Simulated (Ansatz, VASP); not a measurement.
# One calculation of AlAs, two programs

```
Al As
1.0
     0.00000    2.83040    2.83040
     2.83040    0.00000    2.83040
     2.83040    2.83040    0.00000
Al As
1 1
Direct
  0.00000 0.00000 0.00000
  0.75000 0.75000 0.75000
```

Alike in both runs: task single point; functional PBEsol; k mesh 8 × 8 × 8; occupations gaussian, width 0.05 eV; no spin polarisation.

|  | VASP | Ansatz |
| --- | --- | --- |
| version | VASP 6.6.1 | Ansatz 0.2.0 |
| potentials or method | VASP PAW PBE potentials, release 64 (Al, As), cutoff 500 eV | scalar-relativistic, plane waves, PAW |
| valence electrons in the cell | 8 | 18 |

VASP gave:

```
gap on the k mesh at the Fermi level (eV) : 1.32
least direct gap on the mesh (eV)         : 1.98
pressure (GPa)                            : 0.8
```

Task: Which values does Ansatz return?

Result: gap on the k mesh at the Fermi level (eV): 1.33; least direct gap on the mesh (eV): 1.96; pressure (GPa): 0.5.

VASP's potentials were made for PBE, not for PBEsol. VASP's potentials hold 8 valence electrons a cell and Ansatz's 18, so a difference there can come from the potentials and not from the codes.
